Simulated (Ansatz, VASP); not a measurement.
## Te: VASP beside Ansatz

Contents of INCAR:

```
SYSTEM = Te
PREC     = Accurate       ! precision mode
ENCUT    = 520            ! plane-wave cutoff, eV
EDIFF    = 1E-6           ! SCF threshold, eV
ISMEAR   = -1             ! smearing method
SIGMA    = 0.02           ! smearing width, eV
LREAL    = .FALSE.        ! projectors in reciprocal space
LASPH    = .TRUE.         ! aspherical terms in the spheres
NELM     = 80             ! most SCF steps
ALGO     = Normal         ! electronic algorithm
ISIF     = 2              ! what is computed and relaxed
LWAVE    = .FALSE.        ! write WAVECAR
LCHARG   = .FALSE.        ! write CHGCAR
GGA      = PE             ! functional
NBANDS   = 16             ! bands
```

KPOINTS

```
Automatic mesh
0
G
  7 7 5
  0 0 0
```

POSCAR

```
Te
1.0
    4.6469134246      0.0000000000      0.0000000000
   -2.3234567124      4.0243450750      0.0000000000
    0.0000000000      0.0000000000      5.9584822558
Te
3
Direct
    0.2566971700      0.0000000000      0.3333333300
    0.0000000000      0.2566971700      0.6666666700
    0.7433028300      0.7433028300      0.0000000000
```

Input for Ansatz:

```yaml
crystal:
  lattice:
    - [4.6469134246, 0.0, 0.0]
    - [-2.3234567124, 4.024345075, 0.0]
    - [0.0, 0.0, 5.9584822558]
  atoms:
    - { symbol: Te, position: [0.25669717, 0.0, 0.33333333] }
    - { symbol: Te, position: [0.0, 0.25669717, 0.66666667] }
    - { symbol: Te, position: [0.74330283, 0.74330283, 0.0] }
hamiltonian:
  xc: pbe
  pseudopotentials:
    kind: all_electron
    lapw: { basis_error: 0.0003, muffin_tin_radii: { Te: 1.328 } }
kpoints:
  mp_grid: { grid: [7, 7, 5] }
scf:
  occupations: { method: fermi_dirac, width: 0.02 }
  convergence: { dr2_threshold: 1.0e-09 }
output:
  eigenvalues: true
```

Alike in both runs: task single point; functional PBE; k mesh 7 × 7 × 5; occupations fermi-dirac, width 0.02 eV; no spin polarisation.

|  | VASP | Ansatz |
| --- | --- | --- |
| version | VASP 6.6.1 | Ansatz 0.2.0 |
| potentials or method | VASP PAW PBE potentials, release 64 (Te), cutoff 520 eV | all-electron LAPW, scalar-relativistic |

Ansatz gave:

| Item | Value |
| --- | --- |
| gap on the k mesh at the Fermi level (eV) | 0.78 |
| least direct gap on the mesh (eV) | 0.91 |

Question: Which values does VASP return?

Answer: gap on the k mesh at the Fermi level (eV): 0.77; least direct gap on the mesh (eV): 0.89.

Ansatz ran all-electron here, and VASP with PAW potentials.

Neither program's run includes spin-orbit coupling.
